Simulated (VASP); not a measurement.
A run of VASP 6.6.1 is set up as follows.

Contents of INCAR:

```
SYSTEM = Pd
ALGO = Fast ; EDIFF = 1E-6
EDIFFG = -0.01 ; ENCUT = 600
GGA = PE ; IBRION = 2
ISIF = 3 ; ISMEAR = -1
IVDW = 13 ; LASPH = .True.
LCHARG = .False. ; LREAL = .False.
LWAVE = .False. ; NELM = 100
NSW = 60 ; PREC = Accurate
SIGMA = 0.05
```

File KPOINTS:

```
k-points
0
Gamma
  12 12 12
  0 0 0
```

POSCAR

```
Pd
1.0
   -1.5722810000      1.5722810000      1.5722810000
    1.5722810000     -1.5722810000      1.5722810000
    1.5722810000      1.5722810000     -1.5722810000
Pd
1
Direct
    0.0000000000      0.0000000000      0.0000000000
```

Potentials or basis: VASP PAW PBE potentials, release 64 (Pd).

The run is started by

```sh
$ cat potpaw_PBE.64/Pd/POTCAR > POTCAR
$ mpirun -np 1 vasp_std > vasp.out
```

(1) What does it give for the relaxed volume?

(2) Predict the space group after relaxing (to 0.05 Å).

(3) What does it give for the dispersion energy per atom?

(4) Estimate the band gap on the k mesh.

Results:

(1) 14.99 Å³/atom.

(2) Im-3m (No. 229).

(3) -0.484 eV.

(4) zero (band 5 reaches 10.10 eV, above the bottom of band 6 at 8.45 eV).

Caveat: pairwise dispersion overbinds metals, which lowers pressure and volume.
